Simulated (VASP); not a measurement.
# AlCo3 (Pm-3m) in VASP: further runs, part 2 of 2

VASP 6.6.1. The steps go on from the part before.

### 3 Single point, PBEsol, collinear spin, ferromagnetic start

The input, INCAR:

```
  PREC = Accurate
  ENCUT = 520
  EDIFF = 1E-6
  ISMEAR = 0
  SIGMA = 0.1
  LREAL = False
  LASPH = True
  NELM = 150
  ALGO = Normal
  ISIF = 2
  LWAVE = False
  LCHARG = False
  ISPIN = 2
  MAGMOM = 0 1.46 1.46 1.46
  LORBIT = 11
  LMAXMIX = 4
  GGA = PS
  NBANDS = 27
```

The input, KPOINTS:

```
Automatic mesh
0
Gamma
  12 12 12
```

The input, POSCAR:

```
AlCo3
1.0
    3.5749480000      0.0000000000      0.0000000000
    0.0000000000      3.5749480000      0.0000000000
    0.0000000000      0.0000000000      3.5749480000
Al Co
1 3
Direct
    0.0000000000      0.0000000000      0.0000000000
    0.5000000000      0.5000000000      0.0000000000
    0.5000000000      0.0000000000      0.5000000000
    0.0000000000      0.5000000000      0.5000000000
```

Potentials or basis: VASP PAW PBE potentials, release 64 (Al, Co).

The run is started by

```sh
$ cat potpaw_PBE.64/Al/POTCAR potpaw_PBE.64/Co/POTCAR > POTCAR
$ mpirun -np 1 vasp_std > vasp.out
```

OUTCAR:

```text
PREC = Accurate
   ENCUT = 520
   EDIFF = 1E-6
   ISMEAR = 0
   LREAL = False
   LASPH = True
   NELM = 150
   ISIF = 2
   ISPIN = 2
   LORBIT = 11
   GGA = PS

 ion  position               nearest neighbor table
   1  0.000  0.000  0.000-   2 2.53   3 2.53   4 2.53   3 2.53   4 2.53   2 2.53   4 2.53   4 2.53
                             2 2.53   3 2.53   3 2.53   2 2.53
   2  0.500  0.500  0.000-   1 2.53   3 2.53   4 2.53   3 2.53   4 2.53   1 2.53   3 2.53   3 2.53
                             1 2.53   4 2.53   4 2.53   1 2.53
[... 1675 lines left out ...]
  volume of cell :       45.69
      direct lattice vectors                 reciprocal lattice vectors
     3.574948000  0.000000000  0.000000000     0.279724348  0.000000000  0.000000000
     0.000000000  3.574948000  0.000000000     0.000000000  0.279724348  0.000000000
     0.000000000  0.000000000  3.574948000     0.000000000  0.000000000  0.279724348

 POSITION                                       TOTAL-FORCE (eV/Angst)
 -----------------------------------------------------------------------------------
      0.00000      0.00000      0.00000         0.000000      0.000000      0.000000
      1.78747      1.78747      0.00000         0.000000      0.000000      0.000000
      1.78747      0.00000      1.78747         0.000000      0.000000      0.000000
      0.00000      1.78747      1.78747         0.000000      0.000000      0.000000
 -----------------------------------------------------------------------------------
    total drift:                                0.000000      0.000000      0.000000

  FREE ENERGIE OF THE ION-ELECTRON SYSTEM (eV)
  ---------------------------------------------------
  free  energy   TOTEN  =       -27.9936026649 eV

  energy  without entropy=      -27.9604887698  energy(sigma->0) =      -27.97704572

 total charge

# of ion       s       p       d       tot
------------------------------------------
    1        0.408   0.413   0.000   0.821
    2        0.472   0.510   7.315   8.297
    3        0.472   0.510   7.315   8.297
    4        0.472   0.510   7.315   8.297
--------------------------------------------------
tot          1.824   1.943  21.945  25.712

 magnetization (x)

# of ion       s       p       d       tot
------------------------------------------
    1       -0.002  -0.037   0.000  -0.039
    2       -0.002  -0.003   1.323   1.318
    3       -0.002  -0.003   1.323   1.318
    4       -0.002  -0.003   1.323   1.318
--------------------------------------------------
tot         -0.008  -0.046   3.970   3.916
```

OSZICAR:

```text
N       E                     dE             d eps       ncg     rms          rms(c)
DAV:   1     0.175753927654E+03    0.17575E+03   -0.12257E+04  9168   0.132E+03
DAV:   2    -0.229036998435E+02   -0.19866E+03   -0.18317E+03  9102   0.273E+02
DAV:   3    -0.329444925641E+02   -0.10041E+02   -0.94344E+01 10111   0.803E+01
DAV:   4    -0.331346144697E+02   -0.19012E+00   -0.18981E+00 10829   0.102E+01
DAV:   5    -0.331424379747E+02   -0.78235E-02   -0.78228E-02 11703   0.180E+00    0.209E+01
DAV:   6    -0.328064229920E+02    0.33601E+00   -0.42218E+01 10615   0.104E+02    0.188E+01
DAV:   7    -0.280217543071E+02    0.47847E+01   -0.13587E+01 10744   0.557E+01    0.377E+00
DAV:   8    -0.280003378017E+02    0.21417E-01   -0.24031E-01 10717   0.383E+00    0.246E+00
DAV:   9    -0.280014750933E+02   -0.11373E-02   -0.25344E-02 12758   0.176E+00    0.118E+00
DAV:  10    -0.279905332715E+02    0.10942E-01   -0.19828E-02 12027   0.173E+00    0.780E-01
DAV:  11    -0.279941001108E+02   -0.35668E-02   -0.46133E-03 11009   0.801E-01    0.196E-01
DAV:  12    -0.279936898961E+02    0.41021E-03   -0.10211E-03 13505   0.202E-01    0.956E-02
DAV:  13    -0.279936169644E+02    0.72932E-04   -0.74950E-05 11965   0.111E-01    0.628E-02
DAV:  14    -0.279936027826E+02    0.14182E-04   -0.11347E-04 12861   0.945E-02    0.331E-02
DAV:  15    -0.279936013850E+02    0.13976E-05   -0.18969E-05 12418   0.646E-02    0.229E-02
DAV:  16    -0.279936026584E+02   -0.12734E-05   -0.23553E-06  6016   0.178E-02    0.107E-02
DAV:  17    -0.279936026649E+02   -0.64942E-08   -0.10946E-06  4981   0.116E-02
   1 F= -.27993603E+02 E0= -.27977046E+02  d E =-.331139E-01  mag=     3.8545
```

It took 1.7 min on 1 thread of Intel Xeon 6975P-C (Granite Rapids), shared host; peak memory 0.27 GiB.

What came out:

| Property | Result |
| --- | --- |
| Free energy | -27.9936 eV |
| Pressure | -7.7 GPa |
| Net moment | 3.85 μB per cell |
| Site moments | Al -0.04; Co +1.32 μB |
| Valence electrons inside the program's atomic spheres | Al 0.82; Co 8.30 |

Levels at points of the mesh, in eV from the Fermi level:
Spin up:
```csv
k point,band 14,band 15,band 16,band 17,band 18,band 19,band 20,band 21
"(0.00, 0.00, 0.00)",-0.19,-0.19,-0.19,0.80,0.80,0.80,6.68,6.68
"(0.50, 0.00, 0.00)",-1.45,-1.37,-0.94,-0.19,5.50,5.50,5.57,5.57
"(0.50, 0.50, 0.00)",-1.57,-1.18,-1.18,-0.72,0.77,0.77,8.13,8.16
"(0.50, 0.50, 0.50)",-1.29,-1.29,-0.40,-0.40,-0.40,-0.33,3.40,4.19
```
Spin down:
| k point | band 10 | band 11 | band 12 | band 13 | band 14 | band 15 | band 16 | band 17 |
| --- | --- | --- | --- | --- | --- | --- | --- | --- |
| (0.00, 0.00, 0.00) | -0.42 | 0.59 | 0.59 | 0.82 | 0.82 | 0.82 | 1.01 | 1.18 |
| (0.50, 0.00, 0.00) | -0.94 | -0.80 | -0.22 | -0.22 | -0.22 | 0.03 | 0.66 | 1.19 |
| (0.50, 0.50, 0.00) | -1.19 | -0.38 | -0.37 | -0.31 | -0.31 | 0.09 | 0.11 | 0.24 |
| (0.50, 0.50, 0.50) | -1.17 | -0.33 | -0.33 | -0.33 | -0.20 | -0.05 | -0.05 | 0.99 |

Caveat: the cell stands under tension; the PAW data sets were made with another functional, which shifts forces and pressure a little.

### 4 Single point, PBEsol, collinear spin, ferromagnetic start

The input, INCAR:

```
SYSTEM = AlCo3
PREC     = Accurate       ! precision mode
ENCUT    = 520            ! plane-wave cutoff, eV
EDIFF    = 1E-6           ! SCF threshold, eV
ISMEAR   = 0              ! smearing method
SIGMA    = 0.1            ! smearing width, eV
LREAL    = .False.        ! projectors in reciprocal space
LASPH    = .True.         ! aspherical terms in the spheres
NELM     = 150            ! most SCF steps
ALGO     = Normal         ! electronic algorithm
ISIF     = 2              ! what is computed and relaxed
LWAVE    = .False.        ! write WAVECAR
LCHARG   = .True.         ! write CHGCAR
ISPIN    = 2              ! spin polarisation
MAGMOM   = -0.03 0.57 0.57 0.57 ! initial moments
LORBIT   = 11             ! projections on sites
NUPDOWN  = 1.5            ! fixed moment
LMAXMIX  = 4              ! l up to which the mixer works
GGA      = PS             ! functional
LELF     = .True.         ! ELF
LVHAR    = .True.       
NBANDS   = 27             ! bands
```

The input, KPOINTS:

```
regular mesh
0
Gamma
  12 12 12
  0 0 0
```

POSCAR is that of step 3.

The run is started by

```sh
$ cat potpaw_PBE.64/Al/POTCAR potpaw_PBE.64/Co/POTCAR > POTCAR
$ mpirun -np 1 vasp_std > vasp.out
```

Run time: 77 s. Hardware: 1 thread of Intel Xeon 6975P-C (Granite Rapids), shared host; peak memory 0.27 GiB.

Results (log left out):

```yaml
Free_energy: -27.8527 eV
Pressure: -13.1 GPa
Net_moment: 1.50 μB per cell
Site_moments: Al -0.02; Co +0.51 μB
Valence_electrons_inside_the_program's_atomic_spheres: Al 0.81; Co 8.30
```

Caveat: the cell stands under tension; the PAW data sets were made with another functional, which shifts forces and pressure a little; the total moment is fixed, so each spin has its own Fermi level.

### 5 Overview

```csv
task,spin,fixed moment (μB),cell,cutoff (eV),gap on the mesh (eV),pressure (GPa),moment (μB)
relaxation of cell and atoms,off,-,relaxed,600,none,0.1,-
single point,"collinear, ferromagnetic start",-,as given,520,none,-7.7,3.85
single point,"collinear, ferromagnetic start",1.5,as given,520,-,-13.1,1.50
```

Alike in all rows: level PBEsol; potentials or basis VASP PAW PBE potentials, release 64 (Al, Co); k mesh 12 × 12 × 12; smearing gaussian 0.1 eV.

Caveats: the PAW data sets were made with another functional, which shifts forces and pressure a little; the cell stands under tension (at least some runs); the total moment is fixed, so each spin has its own Fermi level (at least some runs).

Absolute energies hang on the potentials; compare differences alone.
